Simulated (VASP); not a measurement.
# C (Fd-3m) in VASP: settings compared, part 2 of 2

VASP 6.6.1. Earlier steps stand in the parts before.

### Step 3. Single point, PBE

This run uses another cell than the first one: it holds 32 atoms, not 2.

File INCAR:

```
SYSTEM = C
PREC     = Accurate       ! precision mode
ENCUT    = 600            ! plane-wave cutoff, eV
EDIFF    = 1E-6           ! SCF threshold, eV
ISMEAR   = -1             ! smearing method
SIGMA    = 0.01           ! smearing width, eV
LREAL    = Auto         
LASPH    = .TRUE.         ! aspherical terms in the spheres
NELM     = 120            ! most SCF steps
ALGO     = Normal         ! electronic algorithm
ISIF     = 2              ! what is computed and relaxed
LWAVE    = .FALSE.        ! write WAVECAR
LCHARG   = .FALSE.        ! write CHGCAR
GGA      = PE             ! functional
NBANDS   = 86             ! bands
GGA_COMPAT= .FALSE.
```

File KPOINTS:

```
Automatic mesh
0
Gamma
  1 1 1
  0.25 0.25 0.25
```

File POSCAR:

```
C
1.0
   -3.5715719948      3.5715719948      3.5715719948
    3.5715719948     -3.5715719948      3.5715719948
    3.5715719948      3.5715719948     -3.5715719948
C
32
Direct
    0.0000000000      0.0000000000      0.0000000000
    0.0000000000      0.2500000000      0.7500000000
    0.0000000000      0.5000000000      0.5000000000
    0.0000000000      0.7500000000      0.2500000000
    0.2500000000      0.0000000000      0.7500000000
    0.2500000000      0.2500000000      0.5000000000
    0.2500000000      0.5000000000      0.2500000000
    0.2500000000      0.7500000000      0.0000000000
    0.5000000000      0.0000000000      0.5000000000
    0.5000000000      0.2500000000      0.2500000000
    0.5000000000      0.5000000000      0.0000000000
    0.5000000000      0.7500000000      0.7500000000
    0.7500000000      0.0000000000      0.2500000000
    0.7500000000      0.2500000000      0.0000000000
    0.7500000000      0.5000000000      0.7500000000
    0.7500000000      0.7500000000      0.5000000000
    0.0000000000      0.0000000000      0.7500000000
    0.0000000000      0.2500000000      0.5000000000
    0.0000000000      0.5000000000      0.2500000000
    0.0000000000      0.7500000000      0.0000000000
    0.2500000000      0.0000000000      0.5000000000
    0.2500000000      0.2500000000      0.2500000000
    0.2500000000      0.5000000000      0.0000000000
    0.2500000000      0.7500000000      0.7500000000
    0.5000000000      0.0000000000      0.2500000000
    0.5000000000      0.2500000000      0.0000000000
    0.5000000000      0.5000000000      0.7500000000
    0.5000000000      0.7500000000      0.5000000000
    0.7500000000      0.0000000000      0.0000000000
    0.7500000000      0.2500000000      0.7500000000
    0.7500000000      0.5000000000      0.5000000000
    0.7500000000      0.7500000000      0.2500000000
```

Potentials or basis: VASP PAW PBE potentials, release 64 (C).

Run with:

```console
cat potpaw_PBE.64/C/POTCAR > POTCAR
mpirun -np 1 vasp_std > vasp.out
```

OUTCAR:

```text
SYSTEM = C
   PREC = Accurate
   ENCUT = 600
   EDIFF = 1E-6
   ISMEAR = -1
   LREAL = Auto
   LASPH = .TRUE.
   NELM = 120
   ISIF = 2
   GGA = PE

 ion  position               nearest neighbor table
   1  0.000  0.000  0.000-  17 1.55  20 1.55  22 1.55  29 1.55
   2  0.000  0.250  0.750-  17 1.55  18 1.55  23 1.55  30 1.55
   3  0.000  0.500  0.500-  18 1.55  19 1.55  24 1.55  31 1.55
   4  0.000  0.750  0.250-  19 1.55  20 1.55  21 1.55  32 1.55
   5  0.250  0.000  0.750-  17 1.55  21 1.55  24 1.55  26 1.55
   6  0.250  0.250  0.500-  18 1.55  21 1.55  22 1.55  27 1.55
[... 24 lines left out ...]
  31  0.750  0.500  0.500-   3 1.55  10 1.55  15 1.55  16 1.55
  32  0.750  0.750  0.250-   4 1.55  11 1.55  13 1.55  16 1.55

  LATTYP: Found a body centered cubic cell.
 ALAT       =     7.1431439896

  Lattice vectors:

 A1 = (  -3.5715719948,   3.5715719948,   3.5715719948)
 A2 = (   3.5715719948,  -3.5715719948,   3.5715719948)
 A3 = (   3.5715719948,   3.5715719948,  -3.5715719948)

Analysis of symmetry for initial positions (statically):
=====================================================================
 Subroutine PRICEL returns following result:

  LATTYP: Found a face centered cubic cell.
 ALAT       =     3.5715719948

  Lattice vectors:

 A1 = (   1.7857859974,  -1.7857859974,   0.0000000000)
 A2 = (   0.0000000000,  -1.7857859974,  -1.7857859974)
 A3 = (   1.7857859974,  -0.0000000000,  -1.7857859974)

  16 primitive cells build up your supercell.

 Routine SETGRP: Setting up the symmetry group for a
 body centered cubic supercell.

 Subroutine GETGRP returns: Found 48 space group operations
 (whereof 24 operations were pure point group operations)
 out of a pool of 48 trial point group operations.

[... 121 lines left out ...]
     AMIX     =   0.40;   BMIX     =  1.00
     AMIX_MAG =   1.60;   BMIX_MAG =  1.00
  volume/ion in A,a.u.               =       5.69        38.43
  Fermi-wavevector in a.u.,A,eV,Ry     =   1.455231  2.749989 28.813040  2.117699
  Thomas-Fermi vector in A             =   2.572290
   LORBIT       =      0    0 simple, 1 ext, 2 COOP (PROOUT), +10 PAW based schemes
   GGA     = PE    functional components
   LHFCALC =     F    Hartree Fock is set to
   AEXX    =    0.0000 exact exchange contribution
   IVDW    =     0    specifies the selected vdW correction
   LEPSILON=     F    determine dielectric tensor
   LRPA    =     F    only Hartree local field effects (RPA)
 non-spin polarized calculation
  energy-cutoff  :      600.00
  volume of cell :      182.24
 maximum number of plane-waves:      6080
 NGX is ok and might be reduce to    50

 number of electron     127.9999971 magnetization

 Free energy of the ion-electron system (eV)
  ---------------------------------------------------
  ext. energy  EPLUGINS =         0.00000000
  ---------------------------------------------------
  free energy    TOTEN  =      -289.72374038 eV

  energy without entropy =     -289.72374038  energy(sigma->0) =     -289.72374038

 E-fermi :   8.2774     XC(G=0): -13.2195

 val. band max:        7.9514630639   @ k =   0.2500   0.2500   0.2500
 cond. band min:      15.7507091902   @ k =   0.2500   0.2500   0.2500
 fundamental gap:      7.7992461263
 Fermi energy:         8.2774107835

 k-point     1 :       0.2500    0.2500    0.2500
  band No.  band energies     occupation
      1     -10.0281      2.00000
      2     -10.0281      2.00000
      3     -10.0281      2.00000
      4     -10.0281      2.00000
      5      -5.7347      2.00000
      6      -5.7347      2.00000
[... 68 lines left out ...]
     75      15.7507      0.00000
     76      15.7507      0.00000
 [bands above 76 left out]

------------------------ aborting loop because EDIFF is reached ----------------------------------------

  FORCE on cell =-STRESS in cart. coord.  units (eV):
  Direction    XX          YY          ZZ          XY          YZ          ZX
  --------------------------------------------------------------------------------------
  -------------------------------------------------------------------------------------
  Total       -0.2089850     -0.2089850     -0.2089850      0.0000000      0.0000000      0.0000000
  in kB       -1.8373318     -1.8373318     -1.8373318      0.0000000      0.0000000      0.0000000
  external PRESSURE =      -1.8373318 kB  Pullay stress =       0.0000000 kB

 VOLUME and BASIS-vectors are now :
 -----------------------------------------------------------------------------
  energy-cutoff  :      600.00
  volume of cell :      182.24
      direct lattice vectors                 reciprocal lattice vectors
    -3.571571995  3.571571995  3.571571995     0.000000000  0.139994378  0.139994378
     3.571571995 -3.571571995  3.571571995     0.139994378  0.000000000  0.139994378
     3.571571995  3.571571995 -3.571571995     0.139994378  0.139994378  0.000000000

 POSITION                                       TOTAL-FORCE (eV/Angst)
 -----------------------------------------------------------------------------------
      0.00000      0.00000      0.00000         0.000000      0.000000      0.000000
      3.57157      1.78579     -1.78579        -0.000000      0.000000     -0.000000
      3.57157      0.00000      0.00000         0.000000      0.000000     -0.000000
      3.57157     -1.78579      1.78579        -0.000000      0.000000     -0.000000
      1.78579      3.57157     -1.78579         0.000000      0.000000     -0.000000
      1.78579      1.78579      0.00000        -0.000000      0.000000     -0.000000
[... 24 lines left out ...]
      0.89289      2.67868      2.67868         0.000000     -0.000000      0.000000
      0.89289      0.89289      4.46446         0.000000     -0.000000      0.000000
 -----------------------------------------------------------------------------------
    total drift:                               -0.000000      0.000000     -0.000000

  FREE ENERGIE OF THE ION-ELECTRON SYSTEM (eV)
  ---------------------------------------------------
  free  energy   TOTEN  =      -289.7237403780 eV

  energy  without entropy=     -289.7237403780  energy(sigma->0) =     -289.72374038
```

Wall time 24 s (1 thread of Intel Xeon 6975P-C (Granite Rapids), shared host); peak memory 0.32 GiB.

Results:

| Property | Result |
| --- | --- |
| Free energy | -289.7237 eV |
| Pressure | -0.2 GPa |
| Band gap on the k mesh | 7.80 eV |

Caveat: the k points lie up to 1.24 Å⁻¹ apart.
